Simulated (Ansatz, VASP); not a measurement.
**InP in VASP and in Ansatz**

```
CELL_PARAMETERS angstrom
0.00000 2.86517 3.04736
2.86517 0.00000 3.04736
2.86517 2.86517 0.00000
ATOMIC_POSITIONS crystal
In 0.00000 0.00000 0.00000
P 0.25000 0.25000 0.25000
```

Change from the starting cell: epitaxial_xy strain -3.0%.

Alike in both runs: task single point; functional PBE; k mesh 8 × 8 × 8; occupations fermi-dirac, width 0.02 eV; no spin polarisation.

|  | VASP | Ansatz |
| --- | --- | --- |
| version | VASP 6.6.1 | Ansatz 0.2.0 |
| potentials or method | VASP PAW PBE potentials, release 64 (In_d, P) | plane waves, PAW |
| plane-wave cutoff (eV) | 520 | 420 |
| valence electrons in the cell | 18 | 18 |

```tsv
	VASP	Ansatz	Ansatz less VASP
pressure (GPa)	3.6	3.7	+0.07
traceless stress, the component that is largest in VASP (GPa)	-1.86	-1.85	+0.003
```

With one functional, cell and mesh, what is left measures potentials, basis and numerics.
